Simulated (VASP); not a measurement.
# SiC (P1) in VASP: single point with r2SCAN

Aim: the single point of SiC with r2SCAN.

Everything below comes from runs of VASP 6.6.1. Logs are shortened: lines on timing, memory, paths and dates and some standing lists are left out, and cuts for length are marked.

## (1) The cell of the first run

The typed cell holds 4 atoms: a = 3.075 Å, b = 3.075 Å, c = 5.048 Å, α = 90.00°, β = 90.00°, γ = 120.00°.

## (2) Single point, r2SCAN (atoms displaced along a vibrational mode)

POSCAR reads:

```
SiC
1.0
    3.0751950076      0.0000000000      0.0000000000
   -1.5375975038      2.6631969982      0.0000000000
    0.0000000000      0.0000000000      5.0481668526
Si C
2 2
Direct
    0.3643557209      0.6893766306      0.0046028828
    0.6976890543      0.3560432972      0.5046028828
    0.2607945142      0.6135645656      0.3803971172
    0.5941278476      0.2802312322      0.8803971172
```

INCAR.step1 reads:

```
SYSTEM = SiC
PREC     = Accurate       ! precision mode
ENCUT    = 520            ! plane-wave cutoff, eV
ISMEAR   = 0              ! smearing method
SIGMA    = 0.05           ! smearing width, eV
LREAL    = .FALSE.        ! projectors in reciprocal space
LASPH    = .TRUE.         ! aspherical terms in the spheres
NELM     = 80             ! most SCF steps
NBANDS   = 16             ! bands
GGA      = PE             ! functional
ALGO     = Normal         ! electronic algorithm
EDIFF    = 1E-4           ! SCF threshold, eV
LWAVE    = .TRUE.         ! write WAVECAR
LCHARG   = .FALSE.        ! write CHGCAR
```

INCAR.step2 reads:

```
SYSTEM = SiC
PREC     = Accurate       ! precision mode
ENCUT    = 520            ! plane-wave cutoff, eV
EDIFF    = 1E-7           ! SCF threshold, eV
ISMEAR   = 0              ! smearing method
SIGMA    = 0.05           ! smearing width, eV
LREAL    = .FALSE.        ! projectors in reciprocal space
LASPH    = .TRUE.         ! aspherical terms in the spheres
NELM     = 80             ! most SCF steps
ALGO     = Normal         ! electronic algorithm
ISIF     = 2              ! what is computed and relaxed
LWAVE    = .FALSE.        ! write WAVECAR
LCHARG   = .FALSE.        ! write CHGCAR
METAGGA  = R2SCAN         ! meta-GGA
LMIXTAU  = .TRUE.       
NBANDS   = 16             ! bands
ISTART   = 1
```

KPOINTS reads:

```
Automatic mesh
0
G
  12 12 6
  0 0 0
```

Potentials or basis: VASP PAW PBE potentials, release 64 (Si, C).

Run with:

```
$ cat potpaw_PBE.64/Si/POTCAR potpaw_PBE.64/C/POTCAR > POTCAR
$ cp INCAR.step1 INCAR
$ mpirun -np 1 vasp_std > vasp.out
$ cp INCAR.step2 INCAR
$ mpirun -np 1 vasp_std > vasp.out
```

OUTCAR:

```text
SYSTEM = SiC
   PREC = Accurate
   ENCUT = 520
   EDIFF = 1E-7
   ISMEAR = 0
   LREAL = .FALSE.
   LASPH = .TRUE.
   NELM = 80
   ISIF = 2
   METAGGA = R2SCAN
   ISTART = 1

 ion  position               nearest neighbor table
   1  0.364  0.689  0.005-   4 1.71   4 1.83   3 1.92   4 2.15   2 3.09   2 3.09   2 3.09   2 3.09
                             2 3.09   2 3.09
   2  0.698  0.356  0.505-   3 1.63   4 1.92   3 1.97   3 2.08   1 3.09   1 3.09   1 3.09   1 3.09
                             1 3.09   1 3.09
   3  0.261  0.614  0.380-   2 1.63   1 1.92   2 1.97   2 2.08
   4  0.594  0.280  0.880-   1 1.71   1 1.83   2 1.92   1 2.15

  LATTYP: Found a hexagonal cell.
 ALAT       =     3.0751950076
 C/A-ratio  =     1.6415761733

  Lattice vectors:

 A1 = (   3.0751950076,   0.0000000000,   0.0000000000)
 A2 = (  -1.5375975038,   2.6631969982,   0.0000000000)
 A3 = (   0.0000000000,   0.0000000000,   5.0481668526)

Analysis of symmetry for initial positions (statically):
=====================================================================
 Subroutine PRICEL returns:
 Original cell was already a primitive cell.

 Routine SETGRP: Setting up the symmetry group for a
 hexagonal supercell.

 Subroutine GETGRP returns: Found  1 space group operations
 (whereof  1 operations were pure point group operations)
 out of a pool of 24 trial point group operations.

The static configuration has the point symmetry C_1 .

Analysis of symmetry for dynamics (positions and initial velocities):
=====================================================================
 Subroutine PRICEL returns:
 Original cell was already a primitive cell.

 Routine SETGRP: Setting up the symmetry group for a
 hexagonal supercell.

 Subroutine GETGRP returns: Found  1 space group operations
 (whereof  1 operations were pure point group operations)
 out of a pool of 24 trial point group operations.

The dynamic configuration has the point symmetry C_1 .

 Subroutine INISYM returns: Found  1 space group operations
 (whereof  1 operations are pure point group operations),
 and found     1 'primitive' translations

----------------------------------------------------------------------------------------

                                     Primitive cell

  volume of cell :      41.3437

  direct lattice vectors                    reciprocal lattice vectors
     3.075195008  0.000000000  0.000000000     0.325182630  0.187744279  0.000000000
    -1.537597504  2.663196998  0.000000000     0.000000000  0.375488558  0.000000000
     0.000000000  0.000000000  5.048166853     0.000000000  0.000000000  0.198091709

  length of vectors
     3.075195008  3.075195008  5.048166853     0.375488558  0.375488558  0.198091709

  position of ions in fractional coordinates (direct lattice)
     0.364355721  0.689376631  0.004602883
     0.697689054  0.356043297  0.504602883
     0.260794514  0.613564566  0.380397117
     0.594127848  0.280231232  0.880397117

  ion indices of the primitive-cell ions
   primitive index   ion index
                 1           1
                 2           2
                 3           3
                 4           4

----------------------------------------------------------------------------------------

 KPOINTS: Automatic mesh

Automatic generation of k-mesh.
 Grid dimensions read from file:
 generate k-points for:   12   12    6

 Generating k-lattice:

  Cartesian coordinates                     Fractional coordinates (reciprocal lattice)
     0.027098552  0.015645357  0.000000000     0.083333333 -0.000000000  0.000000000
     0.000000000  0.031290713  0.000000000     0.000000000  0.083333333  0.000000000
     0.000000000  0.000000000  0.033015285     0.000000000  0.000000000  0.166666667

  Length of vectors
     0.031290713  0.031290713  0.033015285

  Shift w.r.t. Gamma in fractional coordinates (k-lattice)
     0.000000000  0.000000000  0.000000000

 Subroutine IBZKPT returns following result:
 ===========================================

 Found    436 irreducible k-points:

 Following reciprocal coordinates:
            Coordinates               Weight
  0.000000  0.000000  0.000000      1.000000
  0.083333  0.000000  0.000000      2.000000
  0.000000  0.083333  0.000000      2.000000
 -0.083333  0.083333  0.000000      2.000000
  0.166667  0.000000  0.000000      2.000000
  0.000000  0.166667  0.000000      2.000000
[... 16 lines left out ...]
  0.166667  0.083333  0.000000      2.000000
 -0.083333  0.250000  0.000000      2.000000
 [... further k-points ...]
   k-points           NKPTS =    436   k-points in BZ     NKDIM =    436   number of bands    NBANDS=     16
   number of dos      NEDOS =    301   number of ions     NIONS =      4
   total plane-waves  NPLWV =  23040
   dimension x,y,z NGX =    24 NGY =   24 NGZ =   40
   dimension x,y,z NGXF=    48 NGYF=   48 NGZF=   80
   ions per type =               2   2
   NGX,Y,Z   is equivalent  to a cutoff of  12.97, 12.97, 13.17 a.u.
   NGXF,Y,Z  is equivalent  to a cutoff of  25.95, 25.95, 26.35 a.u.
 SYSTEM =  SiC
   PREC   = accura    normal or accurate (medium, high low for compatibility)
   ISTART =      1    job   : 0-new  1-cont  2-samecut
   ICHARG =      0    charge: 1-file 2-atom 10-const
   ISPIN  =      1    spin polarized calculation?
   LNONCOLLINEAR =      F non collinear calculations
   LSORBIT =      F    spin-orbit coupling
   LASPH  =      T    aspherical Exc in radial PAW
   ENCUT  =  520.0 eV  38.22 Ry    6.18 a.u.   5.72  5.72  9.39*2*pi/ulx,y,z
   NELM   =     80;   NELMIN=  2; NELMDL=  0     # of ELM steps
   EDIFF  = 0.1E-06   stopping-criterion for ELM
   LREAL  =      F    real-space projection
   EDIFFG = 0.1E-05   stopping-criterion for IOM
   NSW    =      0    number of steps for IOM
   IBRION =     -1    ionic relax: 0-MD 1-quasi-New 2-CG
   NFREE  =      0    steps in history (QN), initial steepest desc. (CG)
   ISIF   =      2    stress and relaxation
   ISYM   =      2    0-nonsym 1-usesym 2-fastsym
   POTIM  = 0.5000    time-step for ionic-motion
   TEBEG  =    0.0;   TEEND  =   0.0 temperature during run
   PSTRESS=    0.0 pullay stress
   NELECT =      16.0000    total number of electrons
   NUPDOWN=      -1.0000    fix difference up-down
   EMIN   =  10.00;   EMAX   =-10.00  energy-range for DOS
   EFERMI =   0.00;   METHOD = LEGACY
   ISMEAR =     0;   SIGMA  =   0.05  broadening in eV -4-tet -1-fermi 0-gaus
   EFERMI_NEDOS =   21; number of points for ismear=-14 and -15
   IALGO  =     38    algorithm
   IMIX   =      4    mixing-type and parameters
     AMIX     =   0.40;   BMIX     =  1.00
     AMIX_MAG =   1.60;   BMIX_MAG =  1.00
  volume/ion in A,a.u.               =      10.34        69.75
  Fermi-wavevector in a.u.,A,eV,Ry     =   1.193012  2.254466 19.364879  1.423278
  Thomas-Fermi vector in A             =   2.329037
   LORBIT       =      0    0 simple, 1 ext, 2 COOP (PROOUT), +10 PAW based schemes
   METAGGA = R2SCAN    functional components
   LHFCALC =     F    Hartree Fock is set to
   AEXX    =    0.0000 exact exchange contribution
   IVDW    =     0    specifies the selected vdW correction
   LEPSILON=     F    determine dielectric tensor
   LRPA    =     F    only Hartree local field effects (RPA)
 non-spin polarized calculation
 Gauss-broadening in eV      SIGMA  =   0.05
  energy-cutoff  :      520.00
  volume of cell :       41.34
 maximum number of plane-waves:      1126
   NGX = 11   NGY = 11   NGZ = 19

 number of electron      15.9999999 magnetization

 Free energy of the ion-electron system (eV)
  ---------------------------------------------------
  ext. energy  EPLUGINS =         0.00000000
  ---------------------------------------------------
  free energy    TOTEN  =       -36.96467803 eV

  energy without entropy =      -36.96467803  energy(sigma->0) =      -36.96467803

 E-fermi :   9.2068     XC(G=0): -11.9301

 val. band max:        8.9753312103   @ k =   0.0000   0.0000   0.0000
 cond. band min:      10.6135573054   @ k =   0.3333   0.3333   0.0000
 fundamental gap:      1.6382260951
 Fermi energy:         9.2068009834

 k-point     1 :       0.0000    0.0000    0.0000
  band No.  band energies     occupation
      1      -8.2645      2.00000
      2      -4.7143      2.00000
      3      -0.8426      2.00000
      4       6.0247      2.00000
      5       6.2244      2.00000
      6       7.7265      2.00000
[... 8 lines left out ...]
     15      18.2960      0.00000
     16      19.8635      0.00000

 k-point     2 :       0.0833    0.0000    0.0000
  band No.  band energies     occupation
      1      -8.1403      2.00000
      2      -4.6126      2.00000
      3      -0.7269      2.00000
      4       5.5976      2.00000
      5       5.9432      2.00000
      6       7.4732      2.00000
[... 8 lines left out ...]
     15      18.2991      0.00000
     16      19.3262      0.00000

 k-point     3 :       0.0000    0.0833    0.0000
  band No.  band energies     occupation
      1      -8.1404      2.00000
      2      -4.6119      2.00000
      3      -0.7271      2.00000
      4       5.5605      2.00000
      5       5.9398      2.00000
      6       7.5685      2.00000
[... 8 lines left out ...]
     15      18.4317      0.00000
     16      19.1781      0.00000

 k-point     4 :      -0.0833    0.0833    0.0000
  band No.  band energies     occupation
      1      -8.1406      2.00000
      2      -4.6113      2.00000
      3      -0.7274      2.00000
      4       5.5034      2.00000
      5       5.9990      2.00000
      6       7.4998      2.00000
[... 8 lines left out ...]
     15      18.5097      0.00000
     16      19.0632      0.00000
[... 324 lines left out ...]
 k-point    22 :      -0.1667    0.0833    0.0000
  band No.  band energies     occupation
      1      -7.8943      2.00000
      2      -4.4126      2.00000
      3      -0.5006      2.00000
      4       4.7129      2.00000
      5       5.5010      2.00000
      6       7.0441      2.00000
[... 8 lines left out ...]
     15      18.2941      0.00000
     16      18.7286      0.00000

 k-point    23 :       0.1667    0.0833    0.0000
  band No.  band energies     occupation
      1      -7.4085      2.00000
      2      -4.0459      2.00000
      3      -0.0683      2.00000
      4       3.4869      2.00000
      5       4.6458      2.00000
      6       6.0633      2.00000
[... 8 lines left out ...]
     15      18.3767      0.00000
     16      19.3498      0.00000

 k-point    24 :      -0.0833    0.2500    0.0000
  band No.  band energies     occupation
      1      -7.4106      2.00000
      2      -4.0347      2.00000
      3      -0.0744      2.00000
      4       3.3029      2.00000
      5       4.8194      2.00000
      6       6.1493      2.00000
[... 8 lines left out ...]
     15      18.6190      0.00000
     16      19.0789      0.00000

 [... further k-points ...]

------------------------ aborting loop because EDIFF is reached ----------------------------------------

  FORCE on cell =-STRESS in cart. coord.  units (eV):
  Direction    XX          YY          ZZ          XY          YZ          ZX
  --------------------------------------------------------------------------------------
  -------------------------------------------------------------------------------------
  Total        3.9701589      3.4399918      0.6647649      1.5856243     -2.5754949     -2.6340630
  in kB      153.8540091    133.3086502     25.7613731     61.4470760    -99.8071438   -102.0768073
  external PRESSURE =     104.3080108 kB  Pullay stress =       0.0000000 kB

 VOLUME and BASIS-vectors are now :
 -----------------------------------------------------------------------------
  energy-cutoff  :      520.00
  volume of cell :       41.34
      direct lattice vectors                 reciprocal lattice vectors
     3.075195008  0.000000000  0.000000000     0.325182630  0.187744279  0.000000000
    -1.537597504  2.663196998  0.000000000     0.000000000  0.375488558  0.000000000
     0.000000000  0.000000000  5.048166853     0.000000000  0.000000000  0.198091709

 POSITION                                       TOTAL-FORCE (eV/Angst)
 -----------------------------------------------------------------------------------
      0.06048      1.83595      0.02324        -1.942486     -4.224958      1.368122
      1.59808      0.94821      2.54732        -6.664057     -4.292015      2.024227
     -0.14142      1.63404      1.92031         6.732593      4.291646     -2.056072
      1.39618      0.74631      4.44439         1.873950      4.225327     -1.336277
 -----------------------------------------------------------------------------------
    total drift:                                0.000098      0.000117     -0.000177

  FREE ENERGIE OF THE ION-ELECTRON SYSTEM (eV)
  ---------------------------------------------------
  free  energy   TOTEN  =       -36.9646780324 eV

  energy  without entropy=      -36.9646780324  energy(sigma->0) =      -36.96467803
```

It took 10 min on 1 thread of Intel Xeon Platinum 8488C (Sapphire Rapids), shared host; peak memory 0.35 GiB.

What came out:

| Property | Result |
| --- | --- |
| Free energy | -36.9647 eV |
| Pressure | 10.4 GPa |
| Largest force | 8.245 eV/Å |
| Band gap on the k mesh | 1.64 eV (least direct gap 3.60 eV) |

Forces on the atoms (eV/Å):
```
Si  -1.942 -4.225  1.368
Si  -6.664 -4.292  2.024
C    6.733  4.292 -2.056
C    1.874  4.225 -1.336
```

Levels at points of the mesh, in eV from the valence-band top:
```
           k point  band 4  band 5  band 6  band 7  band 8  band 9  band 10  band 11  band 12  band 13
(0.00, 0.00, 0.00)   -2.95   -2.75   -1.25   -0.41    0.00    4.07     5.66     6.10     6.35     7.11
(0.50, 0.00, 0.00)   -7.43   -6.29   -4.57   -4.25   -2.06    2.30     3.72     6.59     6.87     9.14
(0.00, 0.50, 0.00)   -7.39   -6.37   -4.40   -4.10   -1.93    2.05     3.45     6.28     7.06     9.54
(0.50, 0.50, 0.00)   -7.35   -6.46   -4.38   -3.86   -1.79    1.82     3.21     5.99     7.22     9.86
(0.00, 0.00, 0.50)   -5.57   -2.70   -2.44   -0.60   -0.44    5.07     5.14     6.02     6.34     7.94
(0.50, 0.00, 0.50)   -8.71   -4.21   -3.40   -3.15   -2.74    2.60     2.86     4.29     5.49    10.04
(0.00, 0.50, 0.50)   -8.87   -4.29   -3.58   -2.93   -2.43    2.56     2.74     4.28     5.16    10.08
(0.50, 0.50, 0.50)   -9.19   -4.20   -3.95   -2.51   -2.32    2.52     2.58     4.46     4.78    10.13
```

Caveat: the cell differs from its parent crystal (atoms displaced along a vibrational mode); the stress differs along the axes, from 3 to 15 GPa; the PAW data sets were made with another functional, which shifts forces and pressure a little. A k mesh can miss the band edges.
